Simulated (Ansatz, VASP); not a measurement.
## One calculation of GaN, two programs

```
Ga N
1.0
     0.00000    2.43378    2.07322
     2.43378    0.00000    2.07322
     2.43378    2.43378    0.00000
Ga N
1 1
Direct
  0.00000 0.00000 0.00000
  0.75000 0.75000 0.75000
```

Change from the starting cell: strain +0.080 along x and y, -0.080 along z, atoms carried along.

Alike in both runs: task single point; functional r2SCAN; k mesh 10 × 10 × 10; occupations gaussian, width 0.05 eV; no spin polarisation.

```csv
,VASP,Ansatz
version,VASP 6.6.1,Ansatz 0.2.0
potentials or method,"VASP PAW PBE potentials, release 64 (Ga_d, N), cutoff 520 eV","scalar-relativistic, plane waves, PAW"
valence electrons in the cell,18,18
```

```csv
,VASP,Ansatz,Ansatz less VASP
gap on the k mesh at the Fermi level (eV),1.21,1.22,+0.003
least direct gap on the mesh (eV),1.21,1.22,+0.003
pressure (GPa),-13.4,-14.2,-0.72
"traceless stress, the component that is largest in VASP (GPa)",10.50,10.70,+0.201
```

VASP's potentials were made for PBE, not for r2SCAN. The functional is the same, so the differences come from potentials, cutoffs and numerics.
